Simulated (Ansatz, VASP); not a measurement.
## Rb3Ag: VASP beside Ansatz

The input INCAR:

```
SYSTEM = Rb3Ag
PREC = Accurate
ENCUT = 600
EDIFF = 1E-6
ISMEAR = 0
SIGMA = 0.1
LREAL = .FALSE.
LASPH = .TRUE.
NELM = 80
ALGO = Fast
ISIF = 3
LWAVE = .FALSE.
LCHARG = .FALSE.
GGA = PE
IBRION = 2
NSW = 100
EDIFFG = -0.01
```

KPOINTS

```
Automatic mesh
0
G
  8 8 8
  0 0 0
```

Contents of POSCAR:

```
Rb3Ag
1.0
    6.1361480000      0.0000000000      0.0000000000
    0.0000000000      6.1361480000      0.0000000000
    0.0000000000      0.0000000000      6.1361480000
Rb Ag
3 1
Direct
    0.0000000000      0.5000000000      0.5000000000
    0.5000000000      0.0000000000      0.5000000000
    0.5000000000      0.5000000000      0.0000000000
    0.0000000000      0.0000000000      0.0000000000
```

Input for Ansatz:

```yaml
crystal:
  lattice:
    - [6.136148, 0.0, 0.0]
    - [0.0, 6.136148, 0.0]
    - [0.0, 0.0, 6.136148]
  atoms:
    - { symbol: Rb, position: [0.0, 0.5, 0.5] }
    - { symbol: Rb, position: [0.5, 0.0, 0.5] }
    - { symbol: Rb, position: [0.5, 0.5, 0.0] }
    - { symbol: Ag, position: [0.0, 0.0, 0.0] }
basis:
  ecutwfc: 420
kpoints:
  mp_grid: { grid: [8, 8, 8] }
hamiltonian:
  xc: pbe
scf:
  occupations: { method: gaussian, width: 0.1 }
output:
  forces: true
  stress: true
  eigenvalues: true
relax:
  adjacent_minimum: "off"
  f_tol: 0.01
  max_steps: 80
  cell: { stress_tol: 0.05 }
```

Alike in both runs: task relaxation of cell and atoms; functional PBE; k mesh 8 × 8 × 8; occupations gaussian, width 0.1 eV; no spin polarisation.

```csv
,VASP,Ansatz
version,VASP 6.6.1,Ansatz 0.2.0
potentials or method,"VASP PAW PBE potentials, release 64 (Rb_sv, Ag), cutoff 600 eV","scalar-relativistic, plane waves, PAW"
valence electrons in the cell,38,46
```

|  | VASP | Ansatz | Ansatz less VASP |
| --- | --- | --- | --- |
| gap on the k mesh at the Fermi level, each at its own relaxed structure (eV) | none | none | - |
| relaxed volume (Å³/atom) | 57.76 | 57.76 | 0.000 |
| relaxed cell length with the largest relative difference (Å) | 6.136 | 6.136 | 0.0000 |

A gap of «none» marks a metal or a gap that the smearing closes. VASP's potentials hold 38 valence electrons a cell and Ansatz's 46, so a difference there can come from the potentials and not from the codes.

Noted on VASP's run: the relaxation stopped at its first step, so nothing moved.
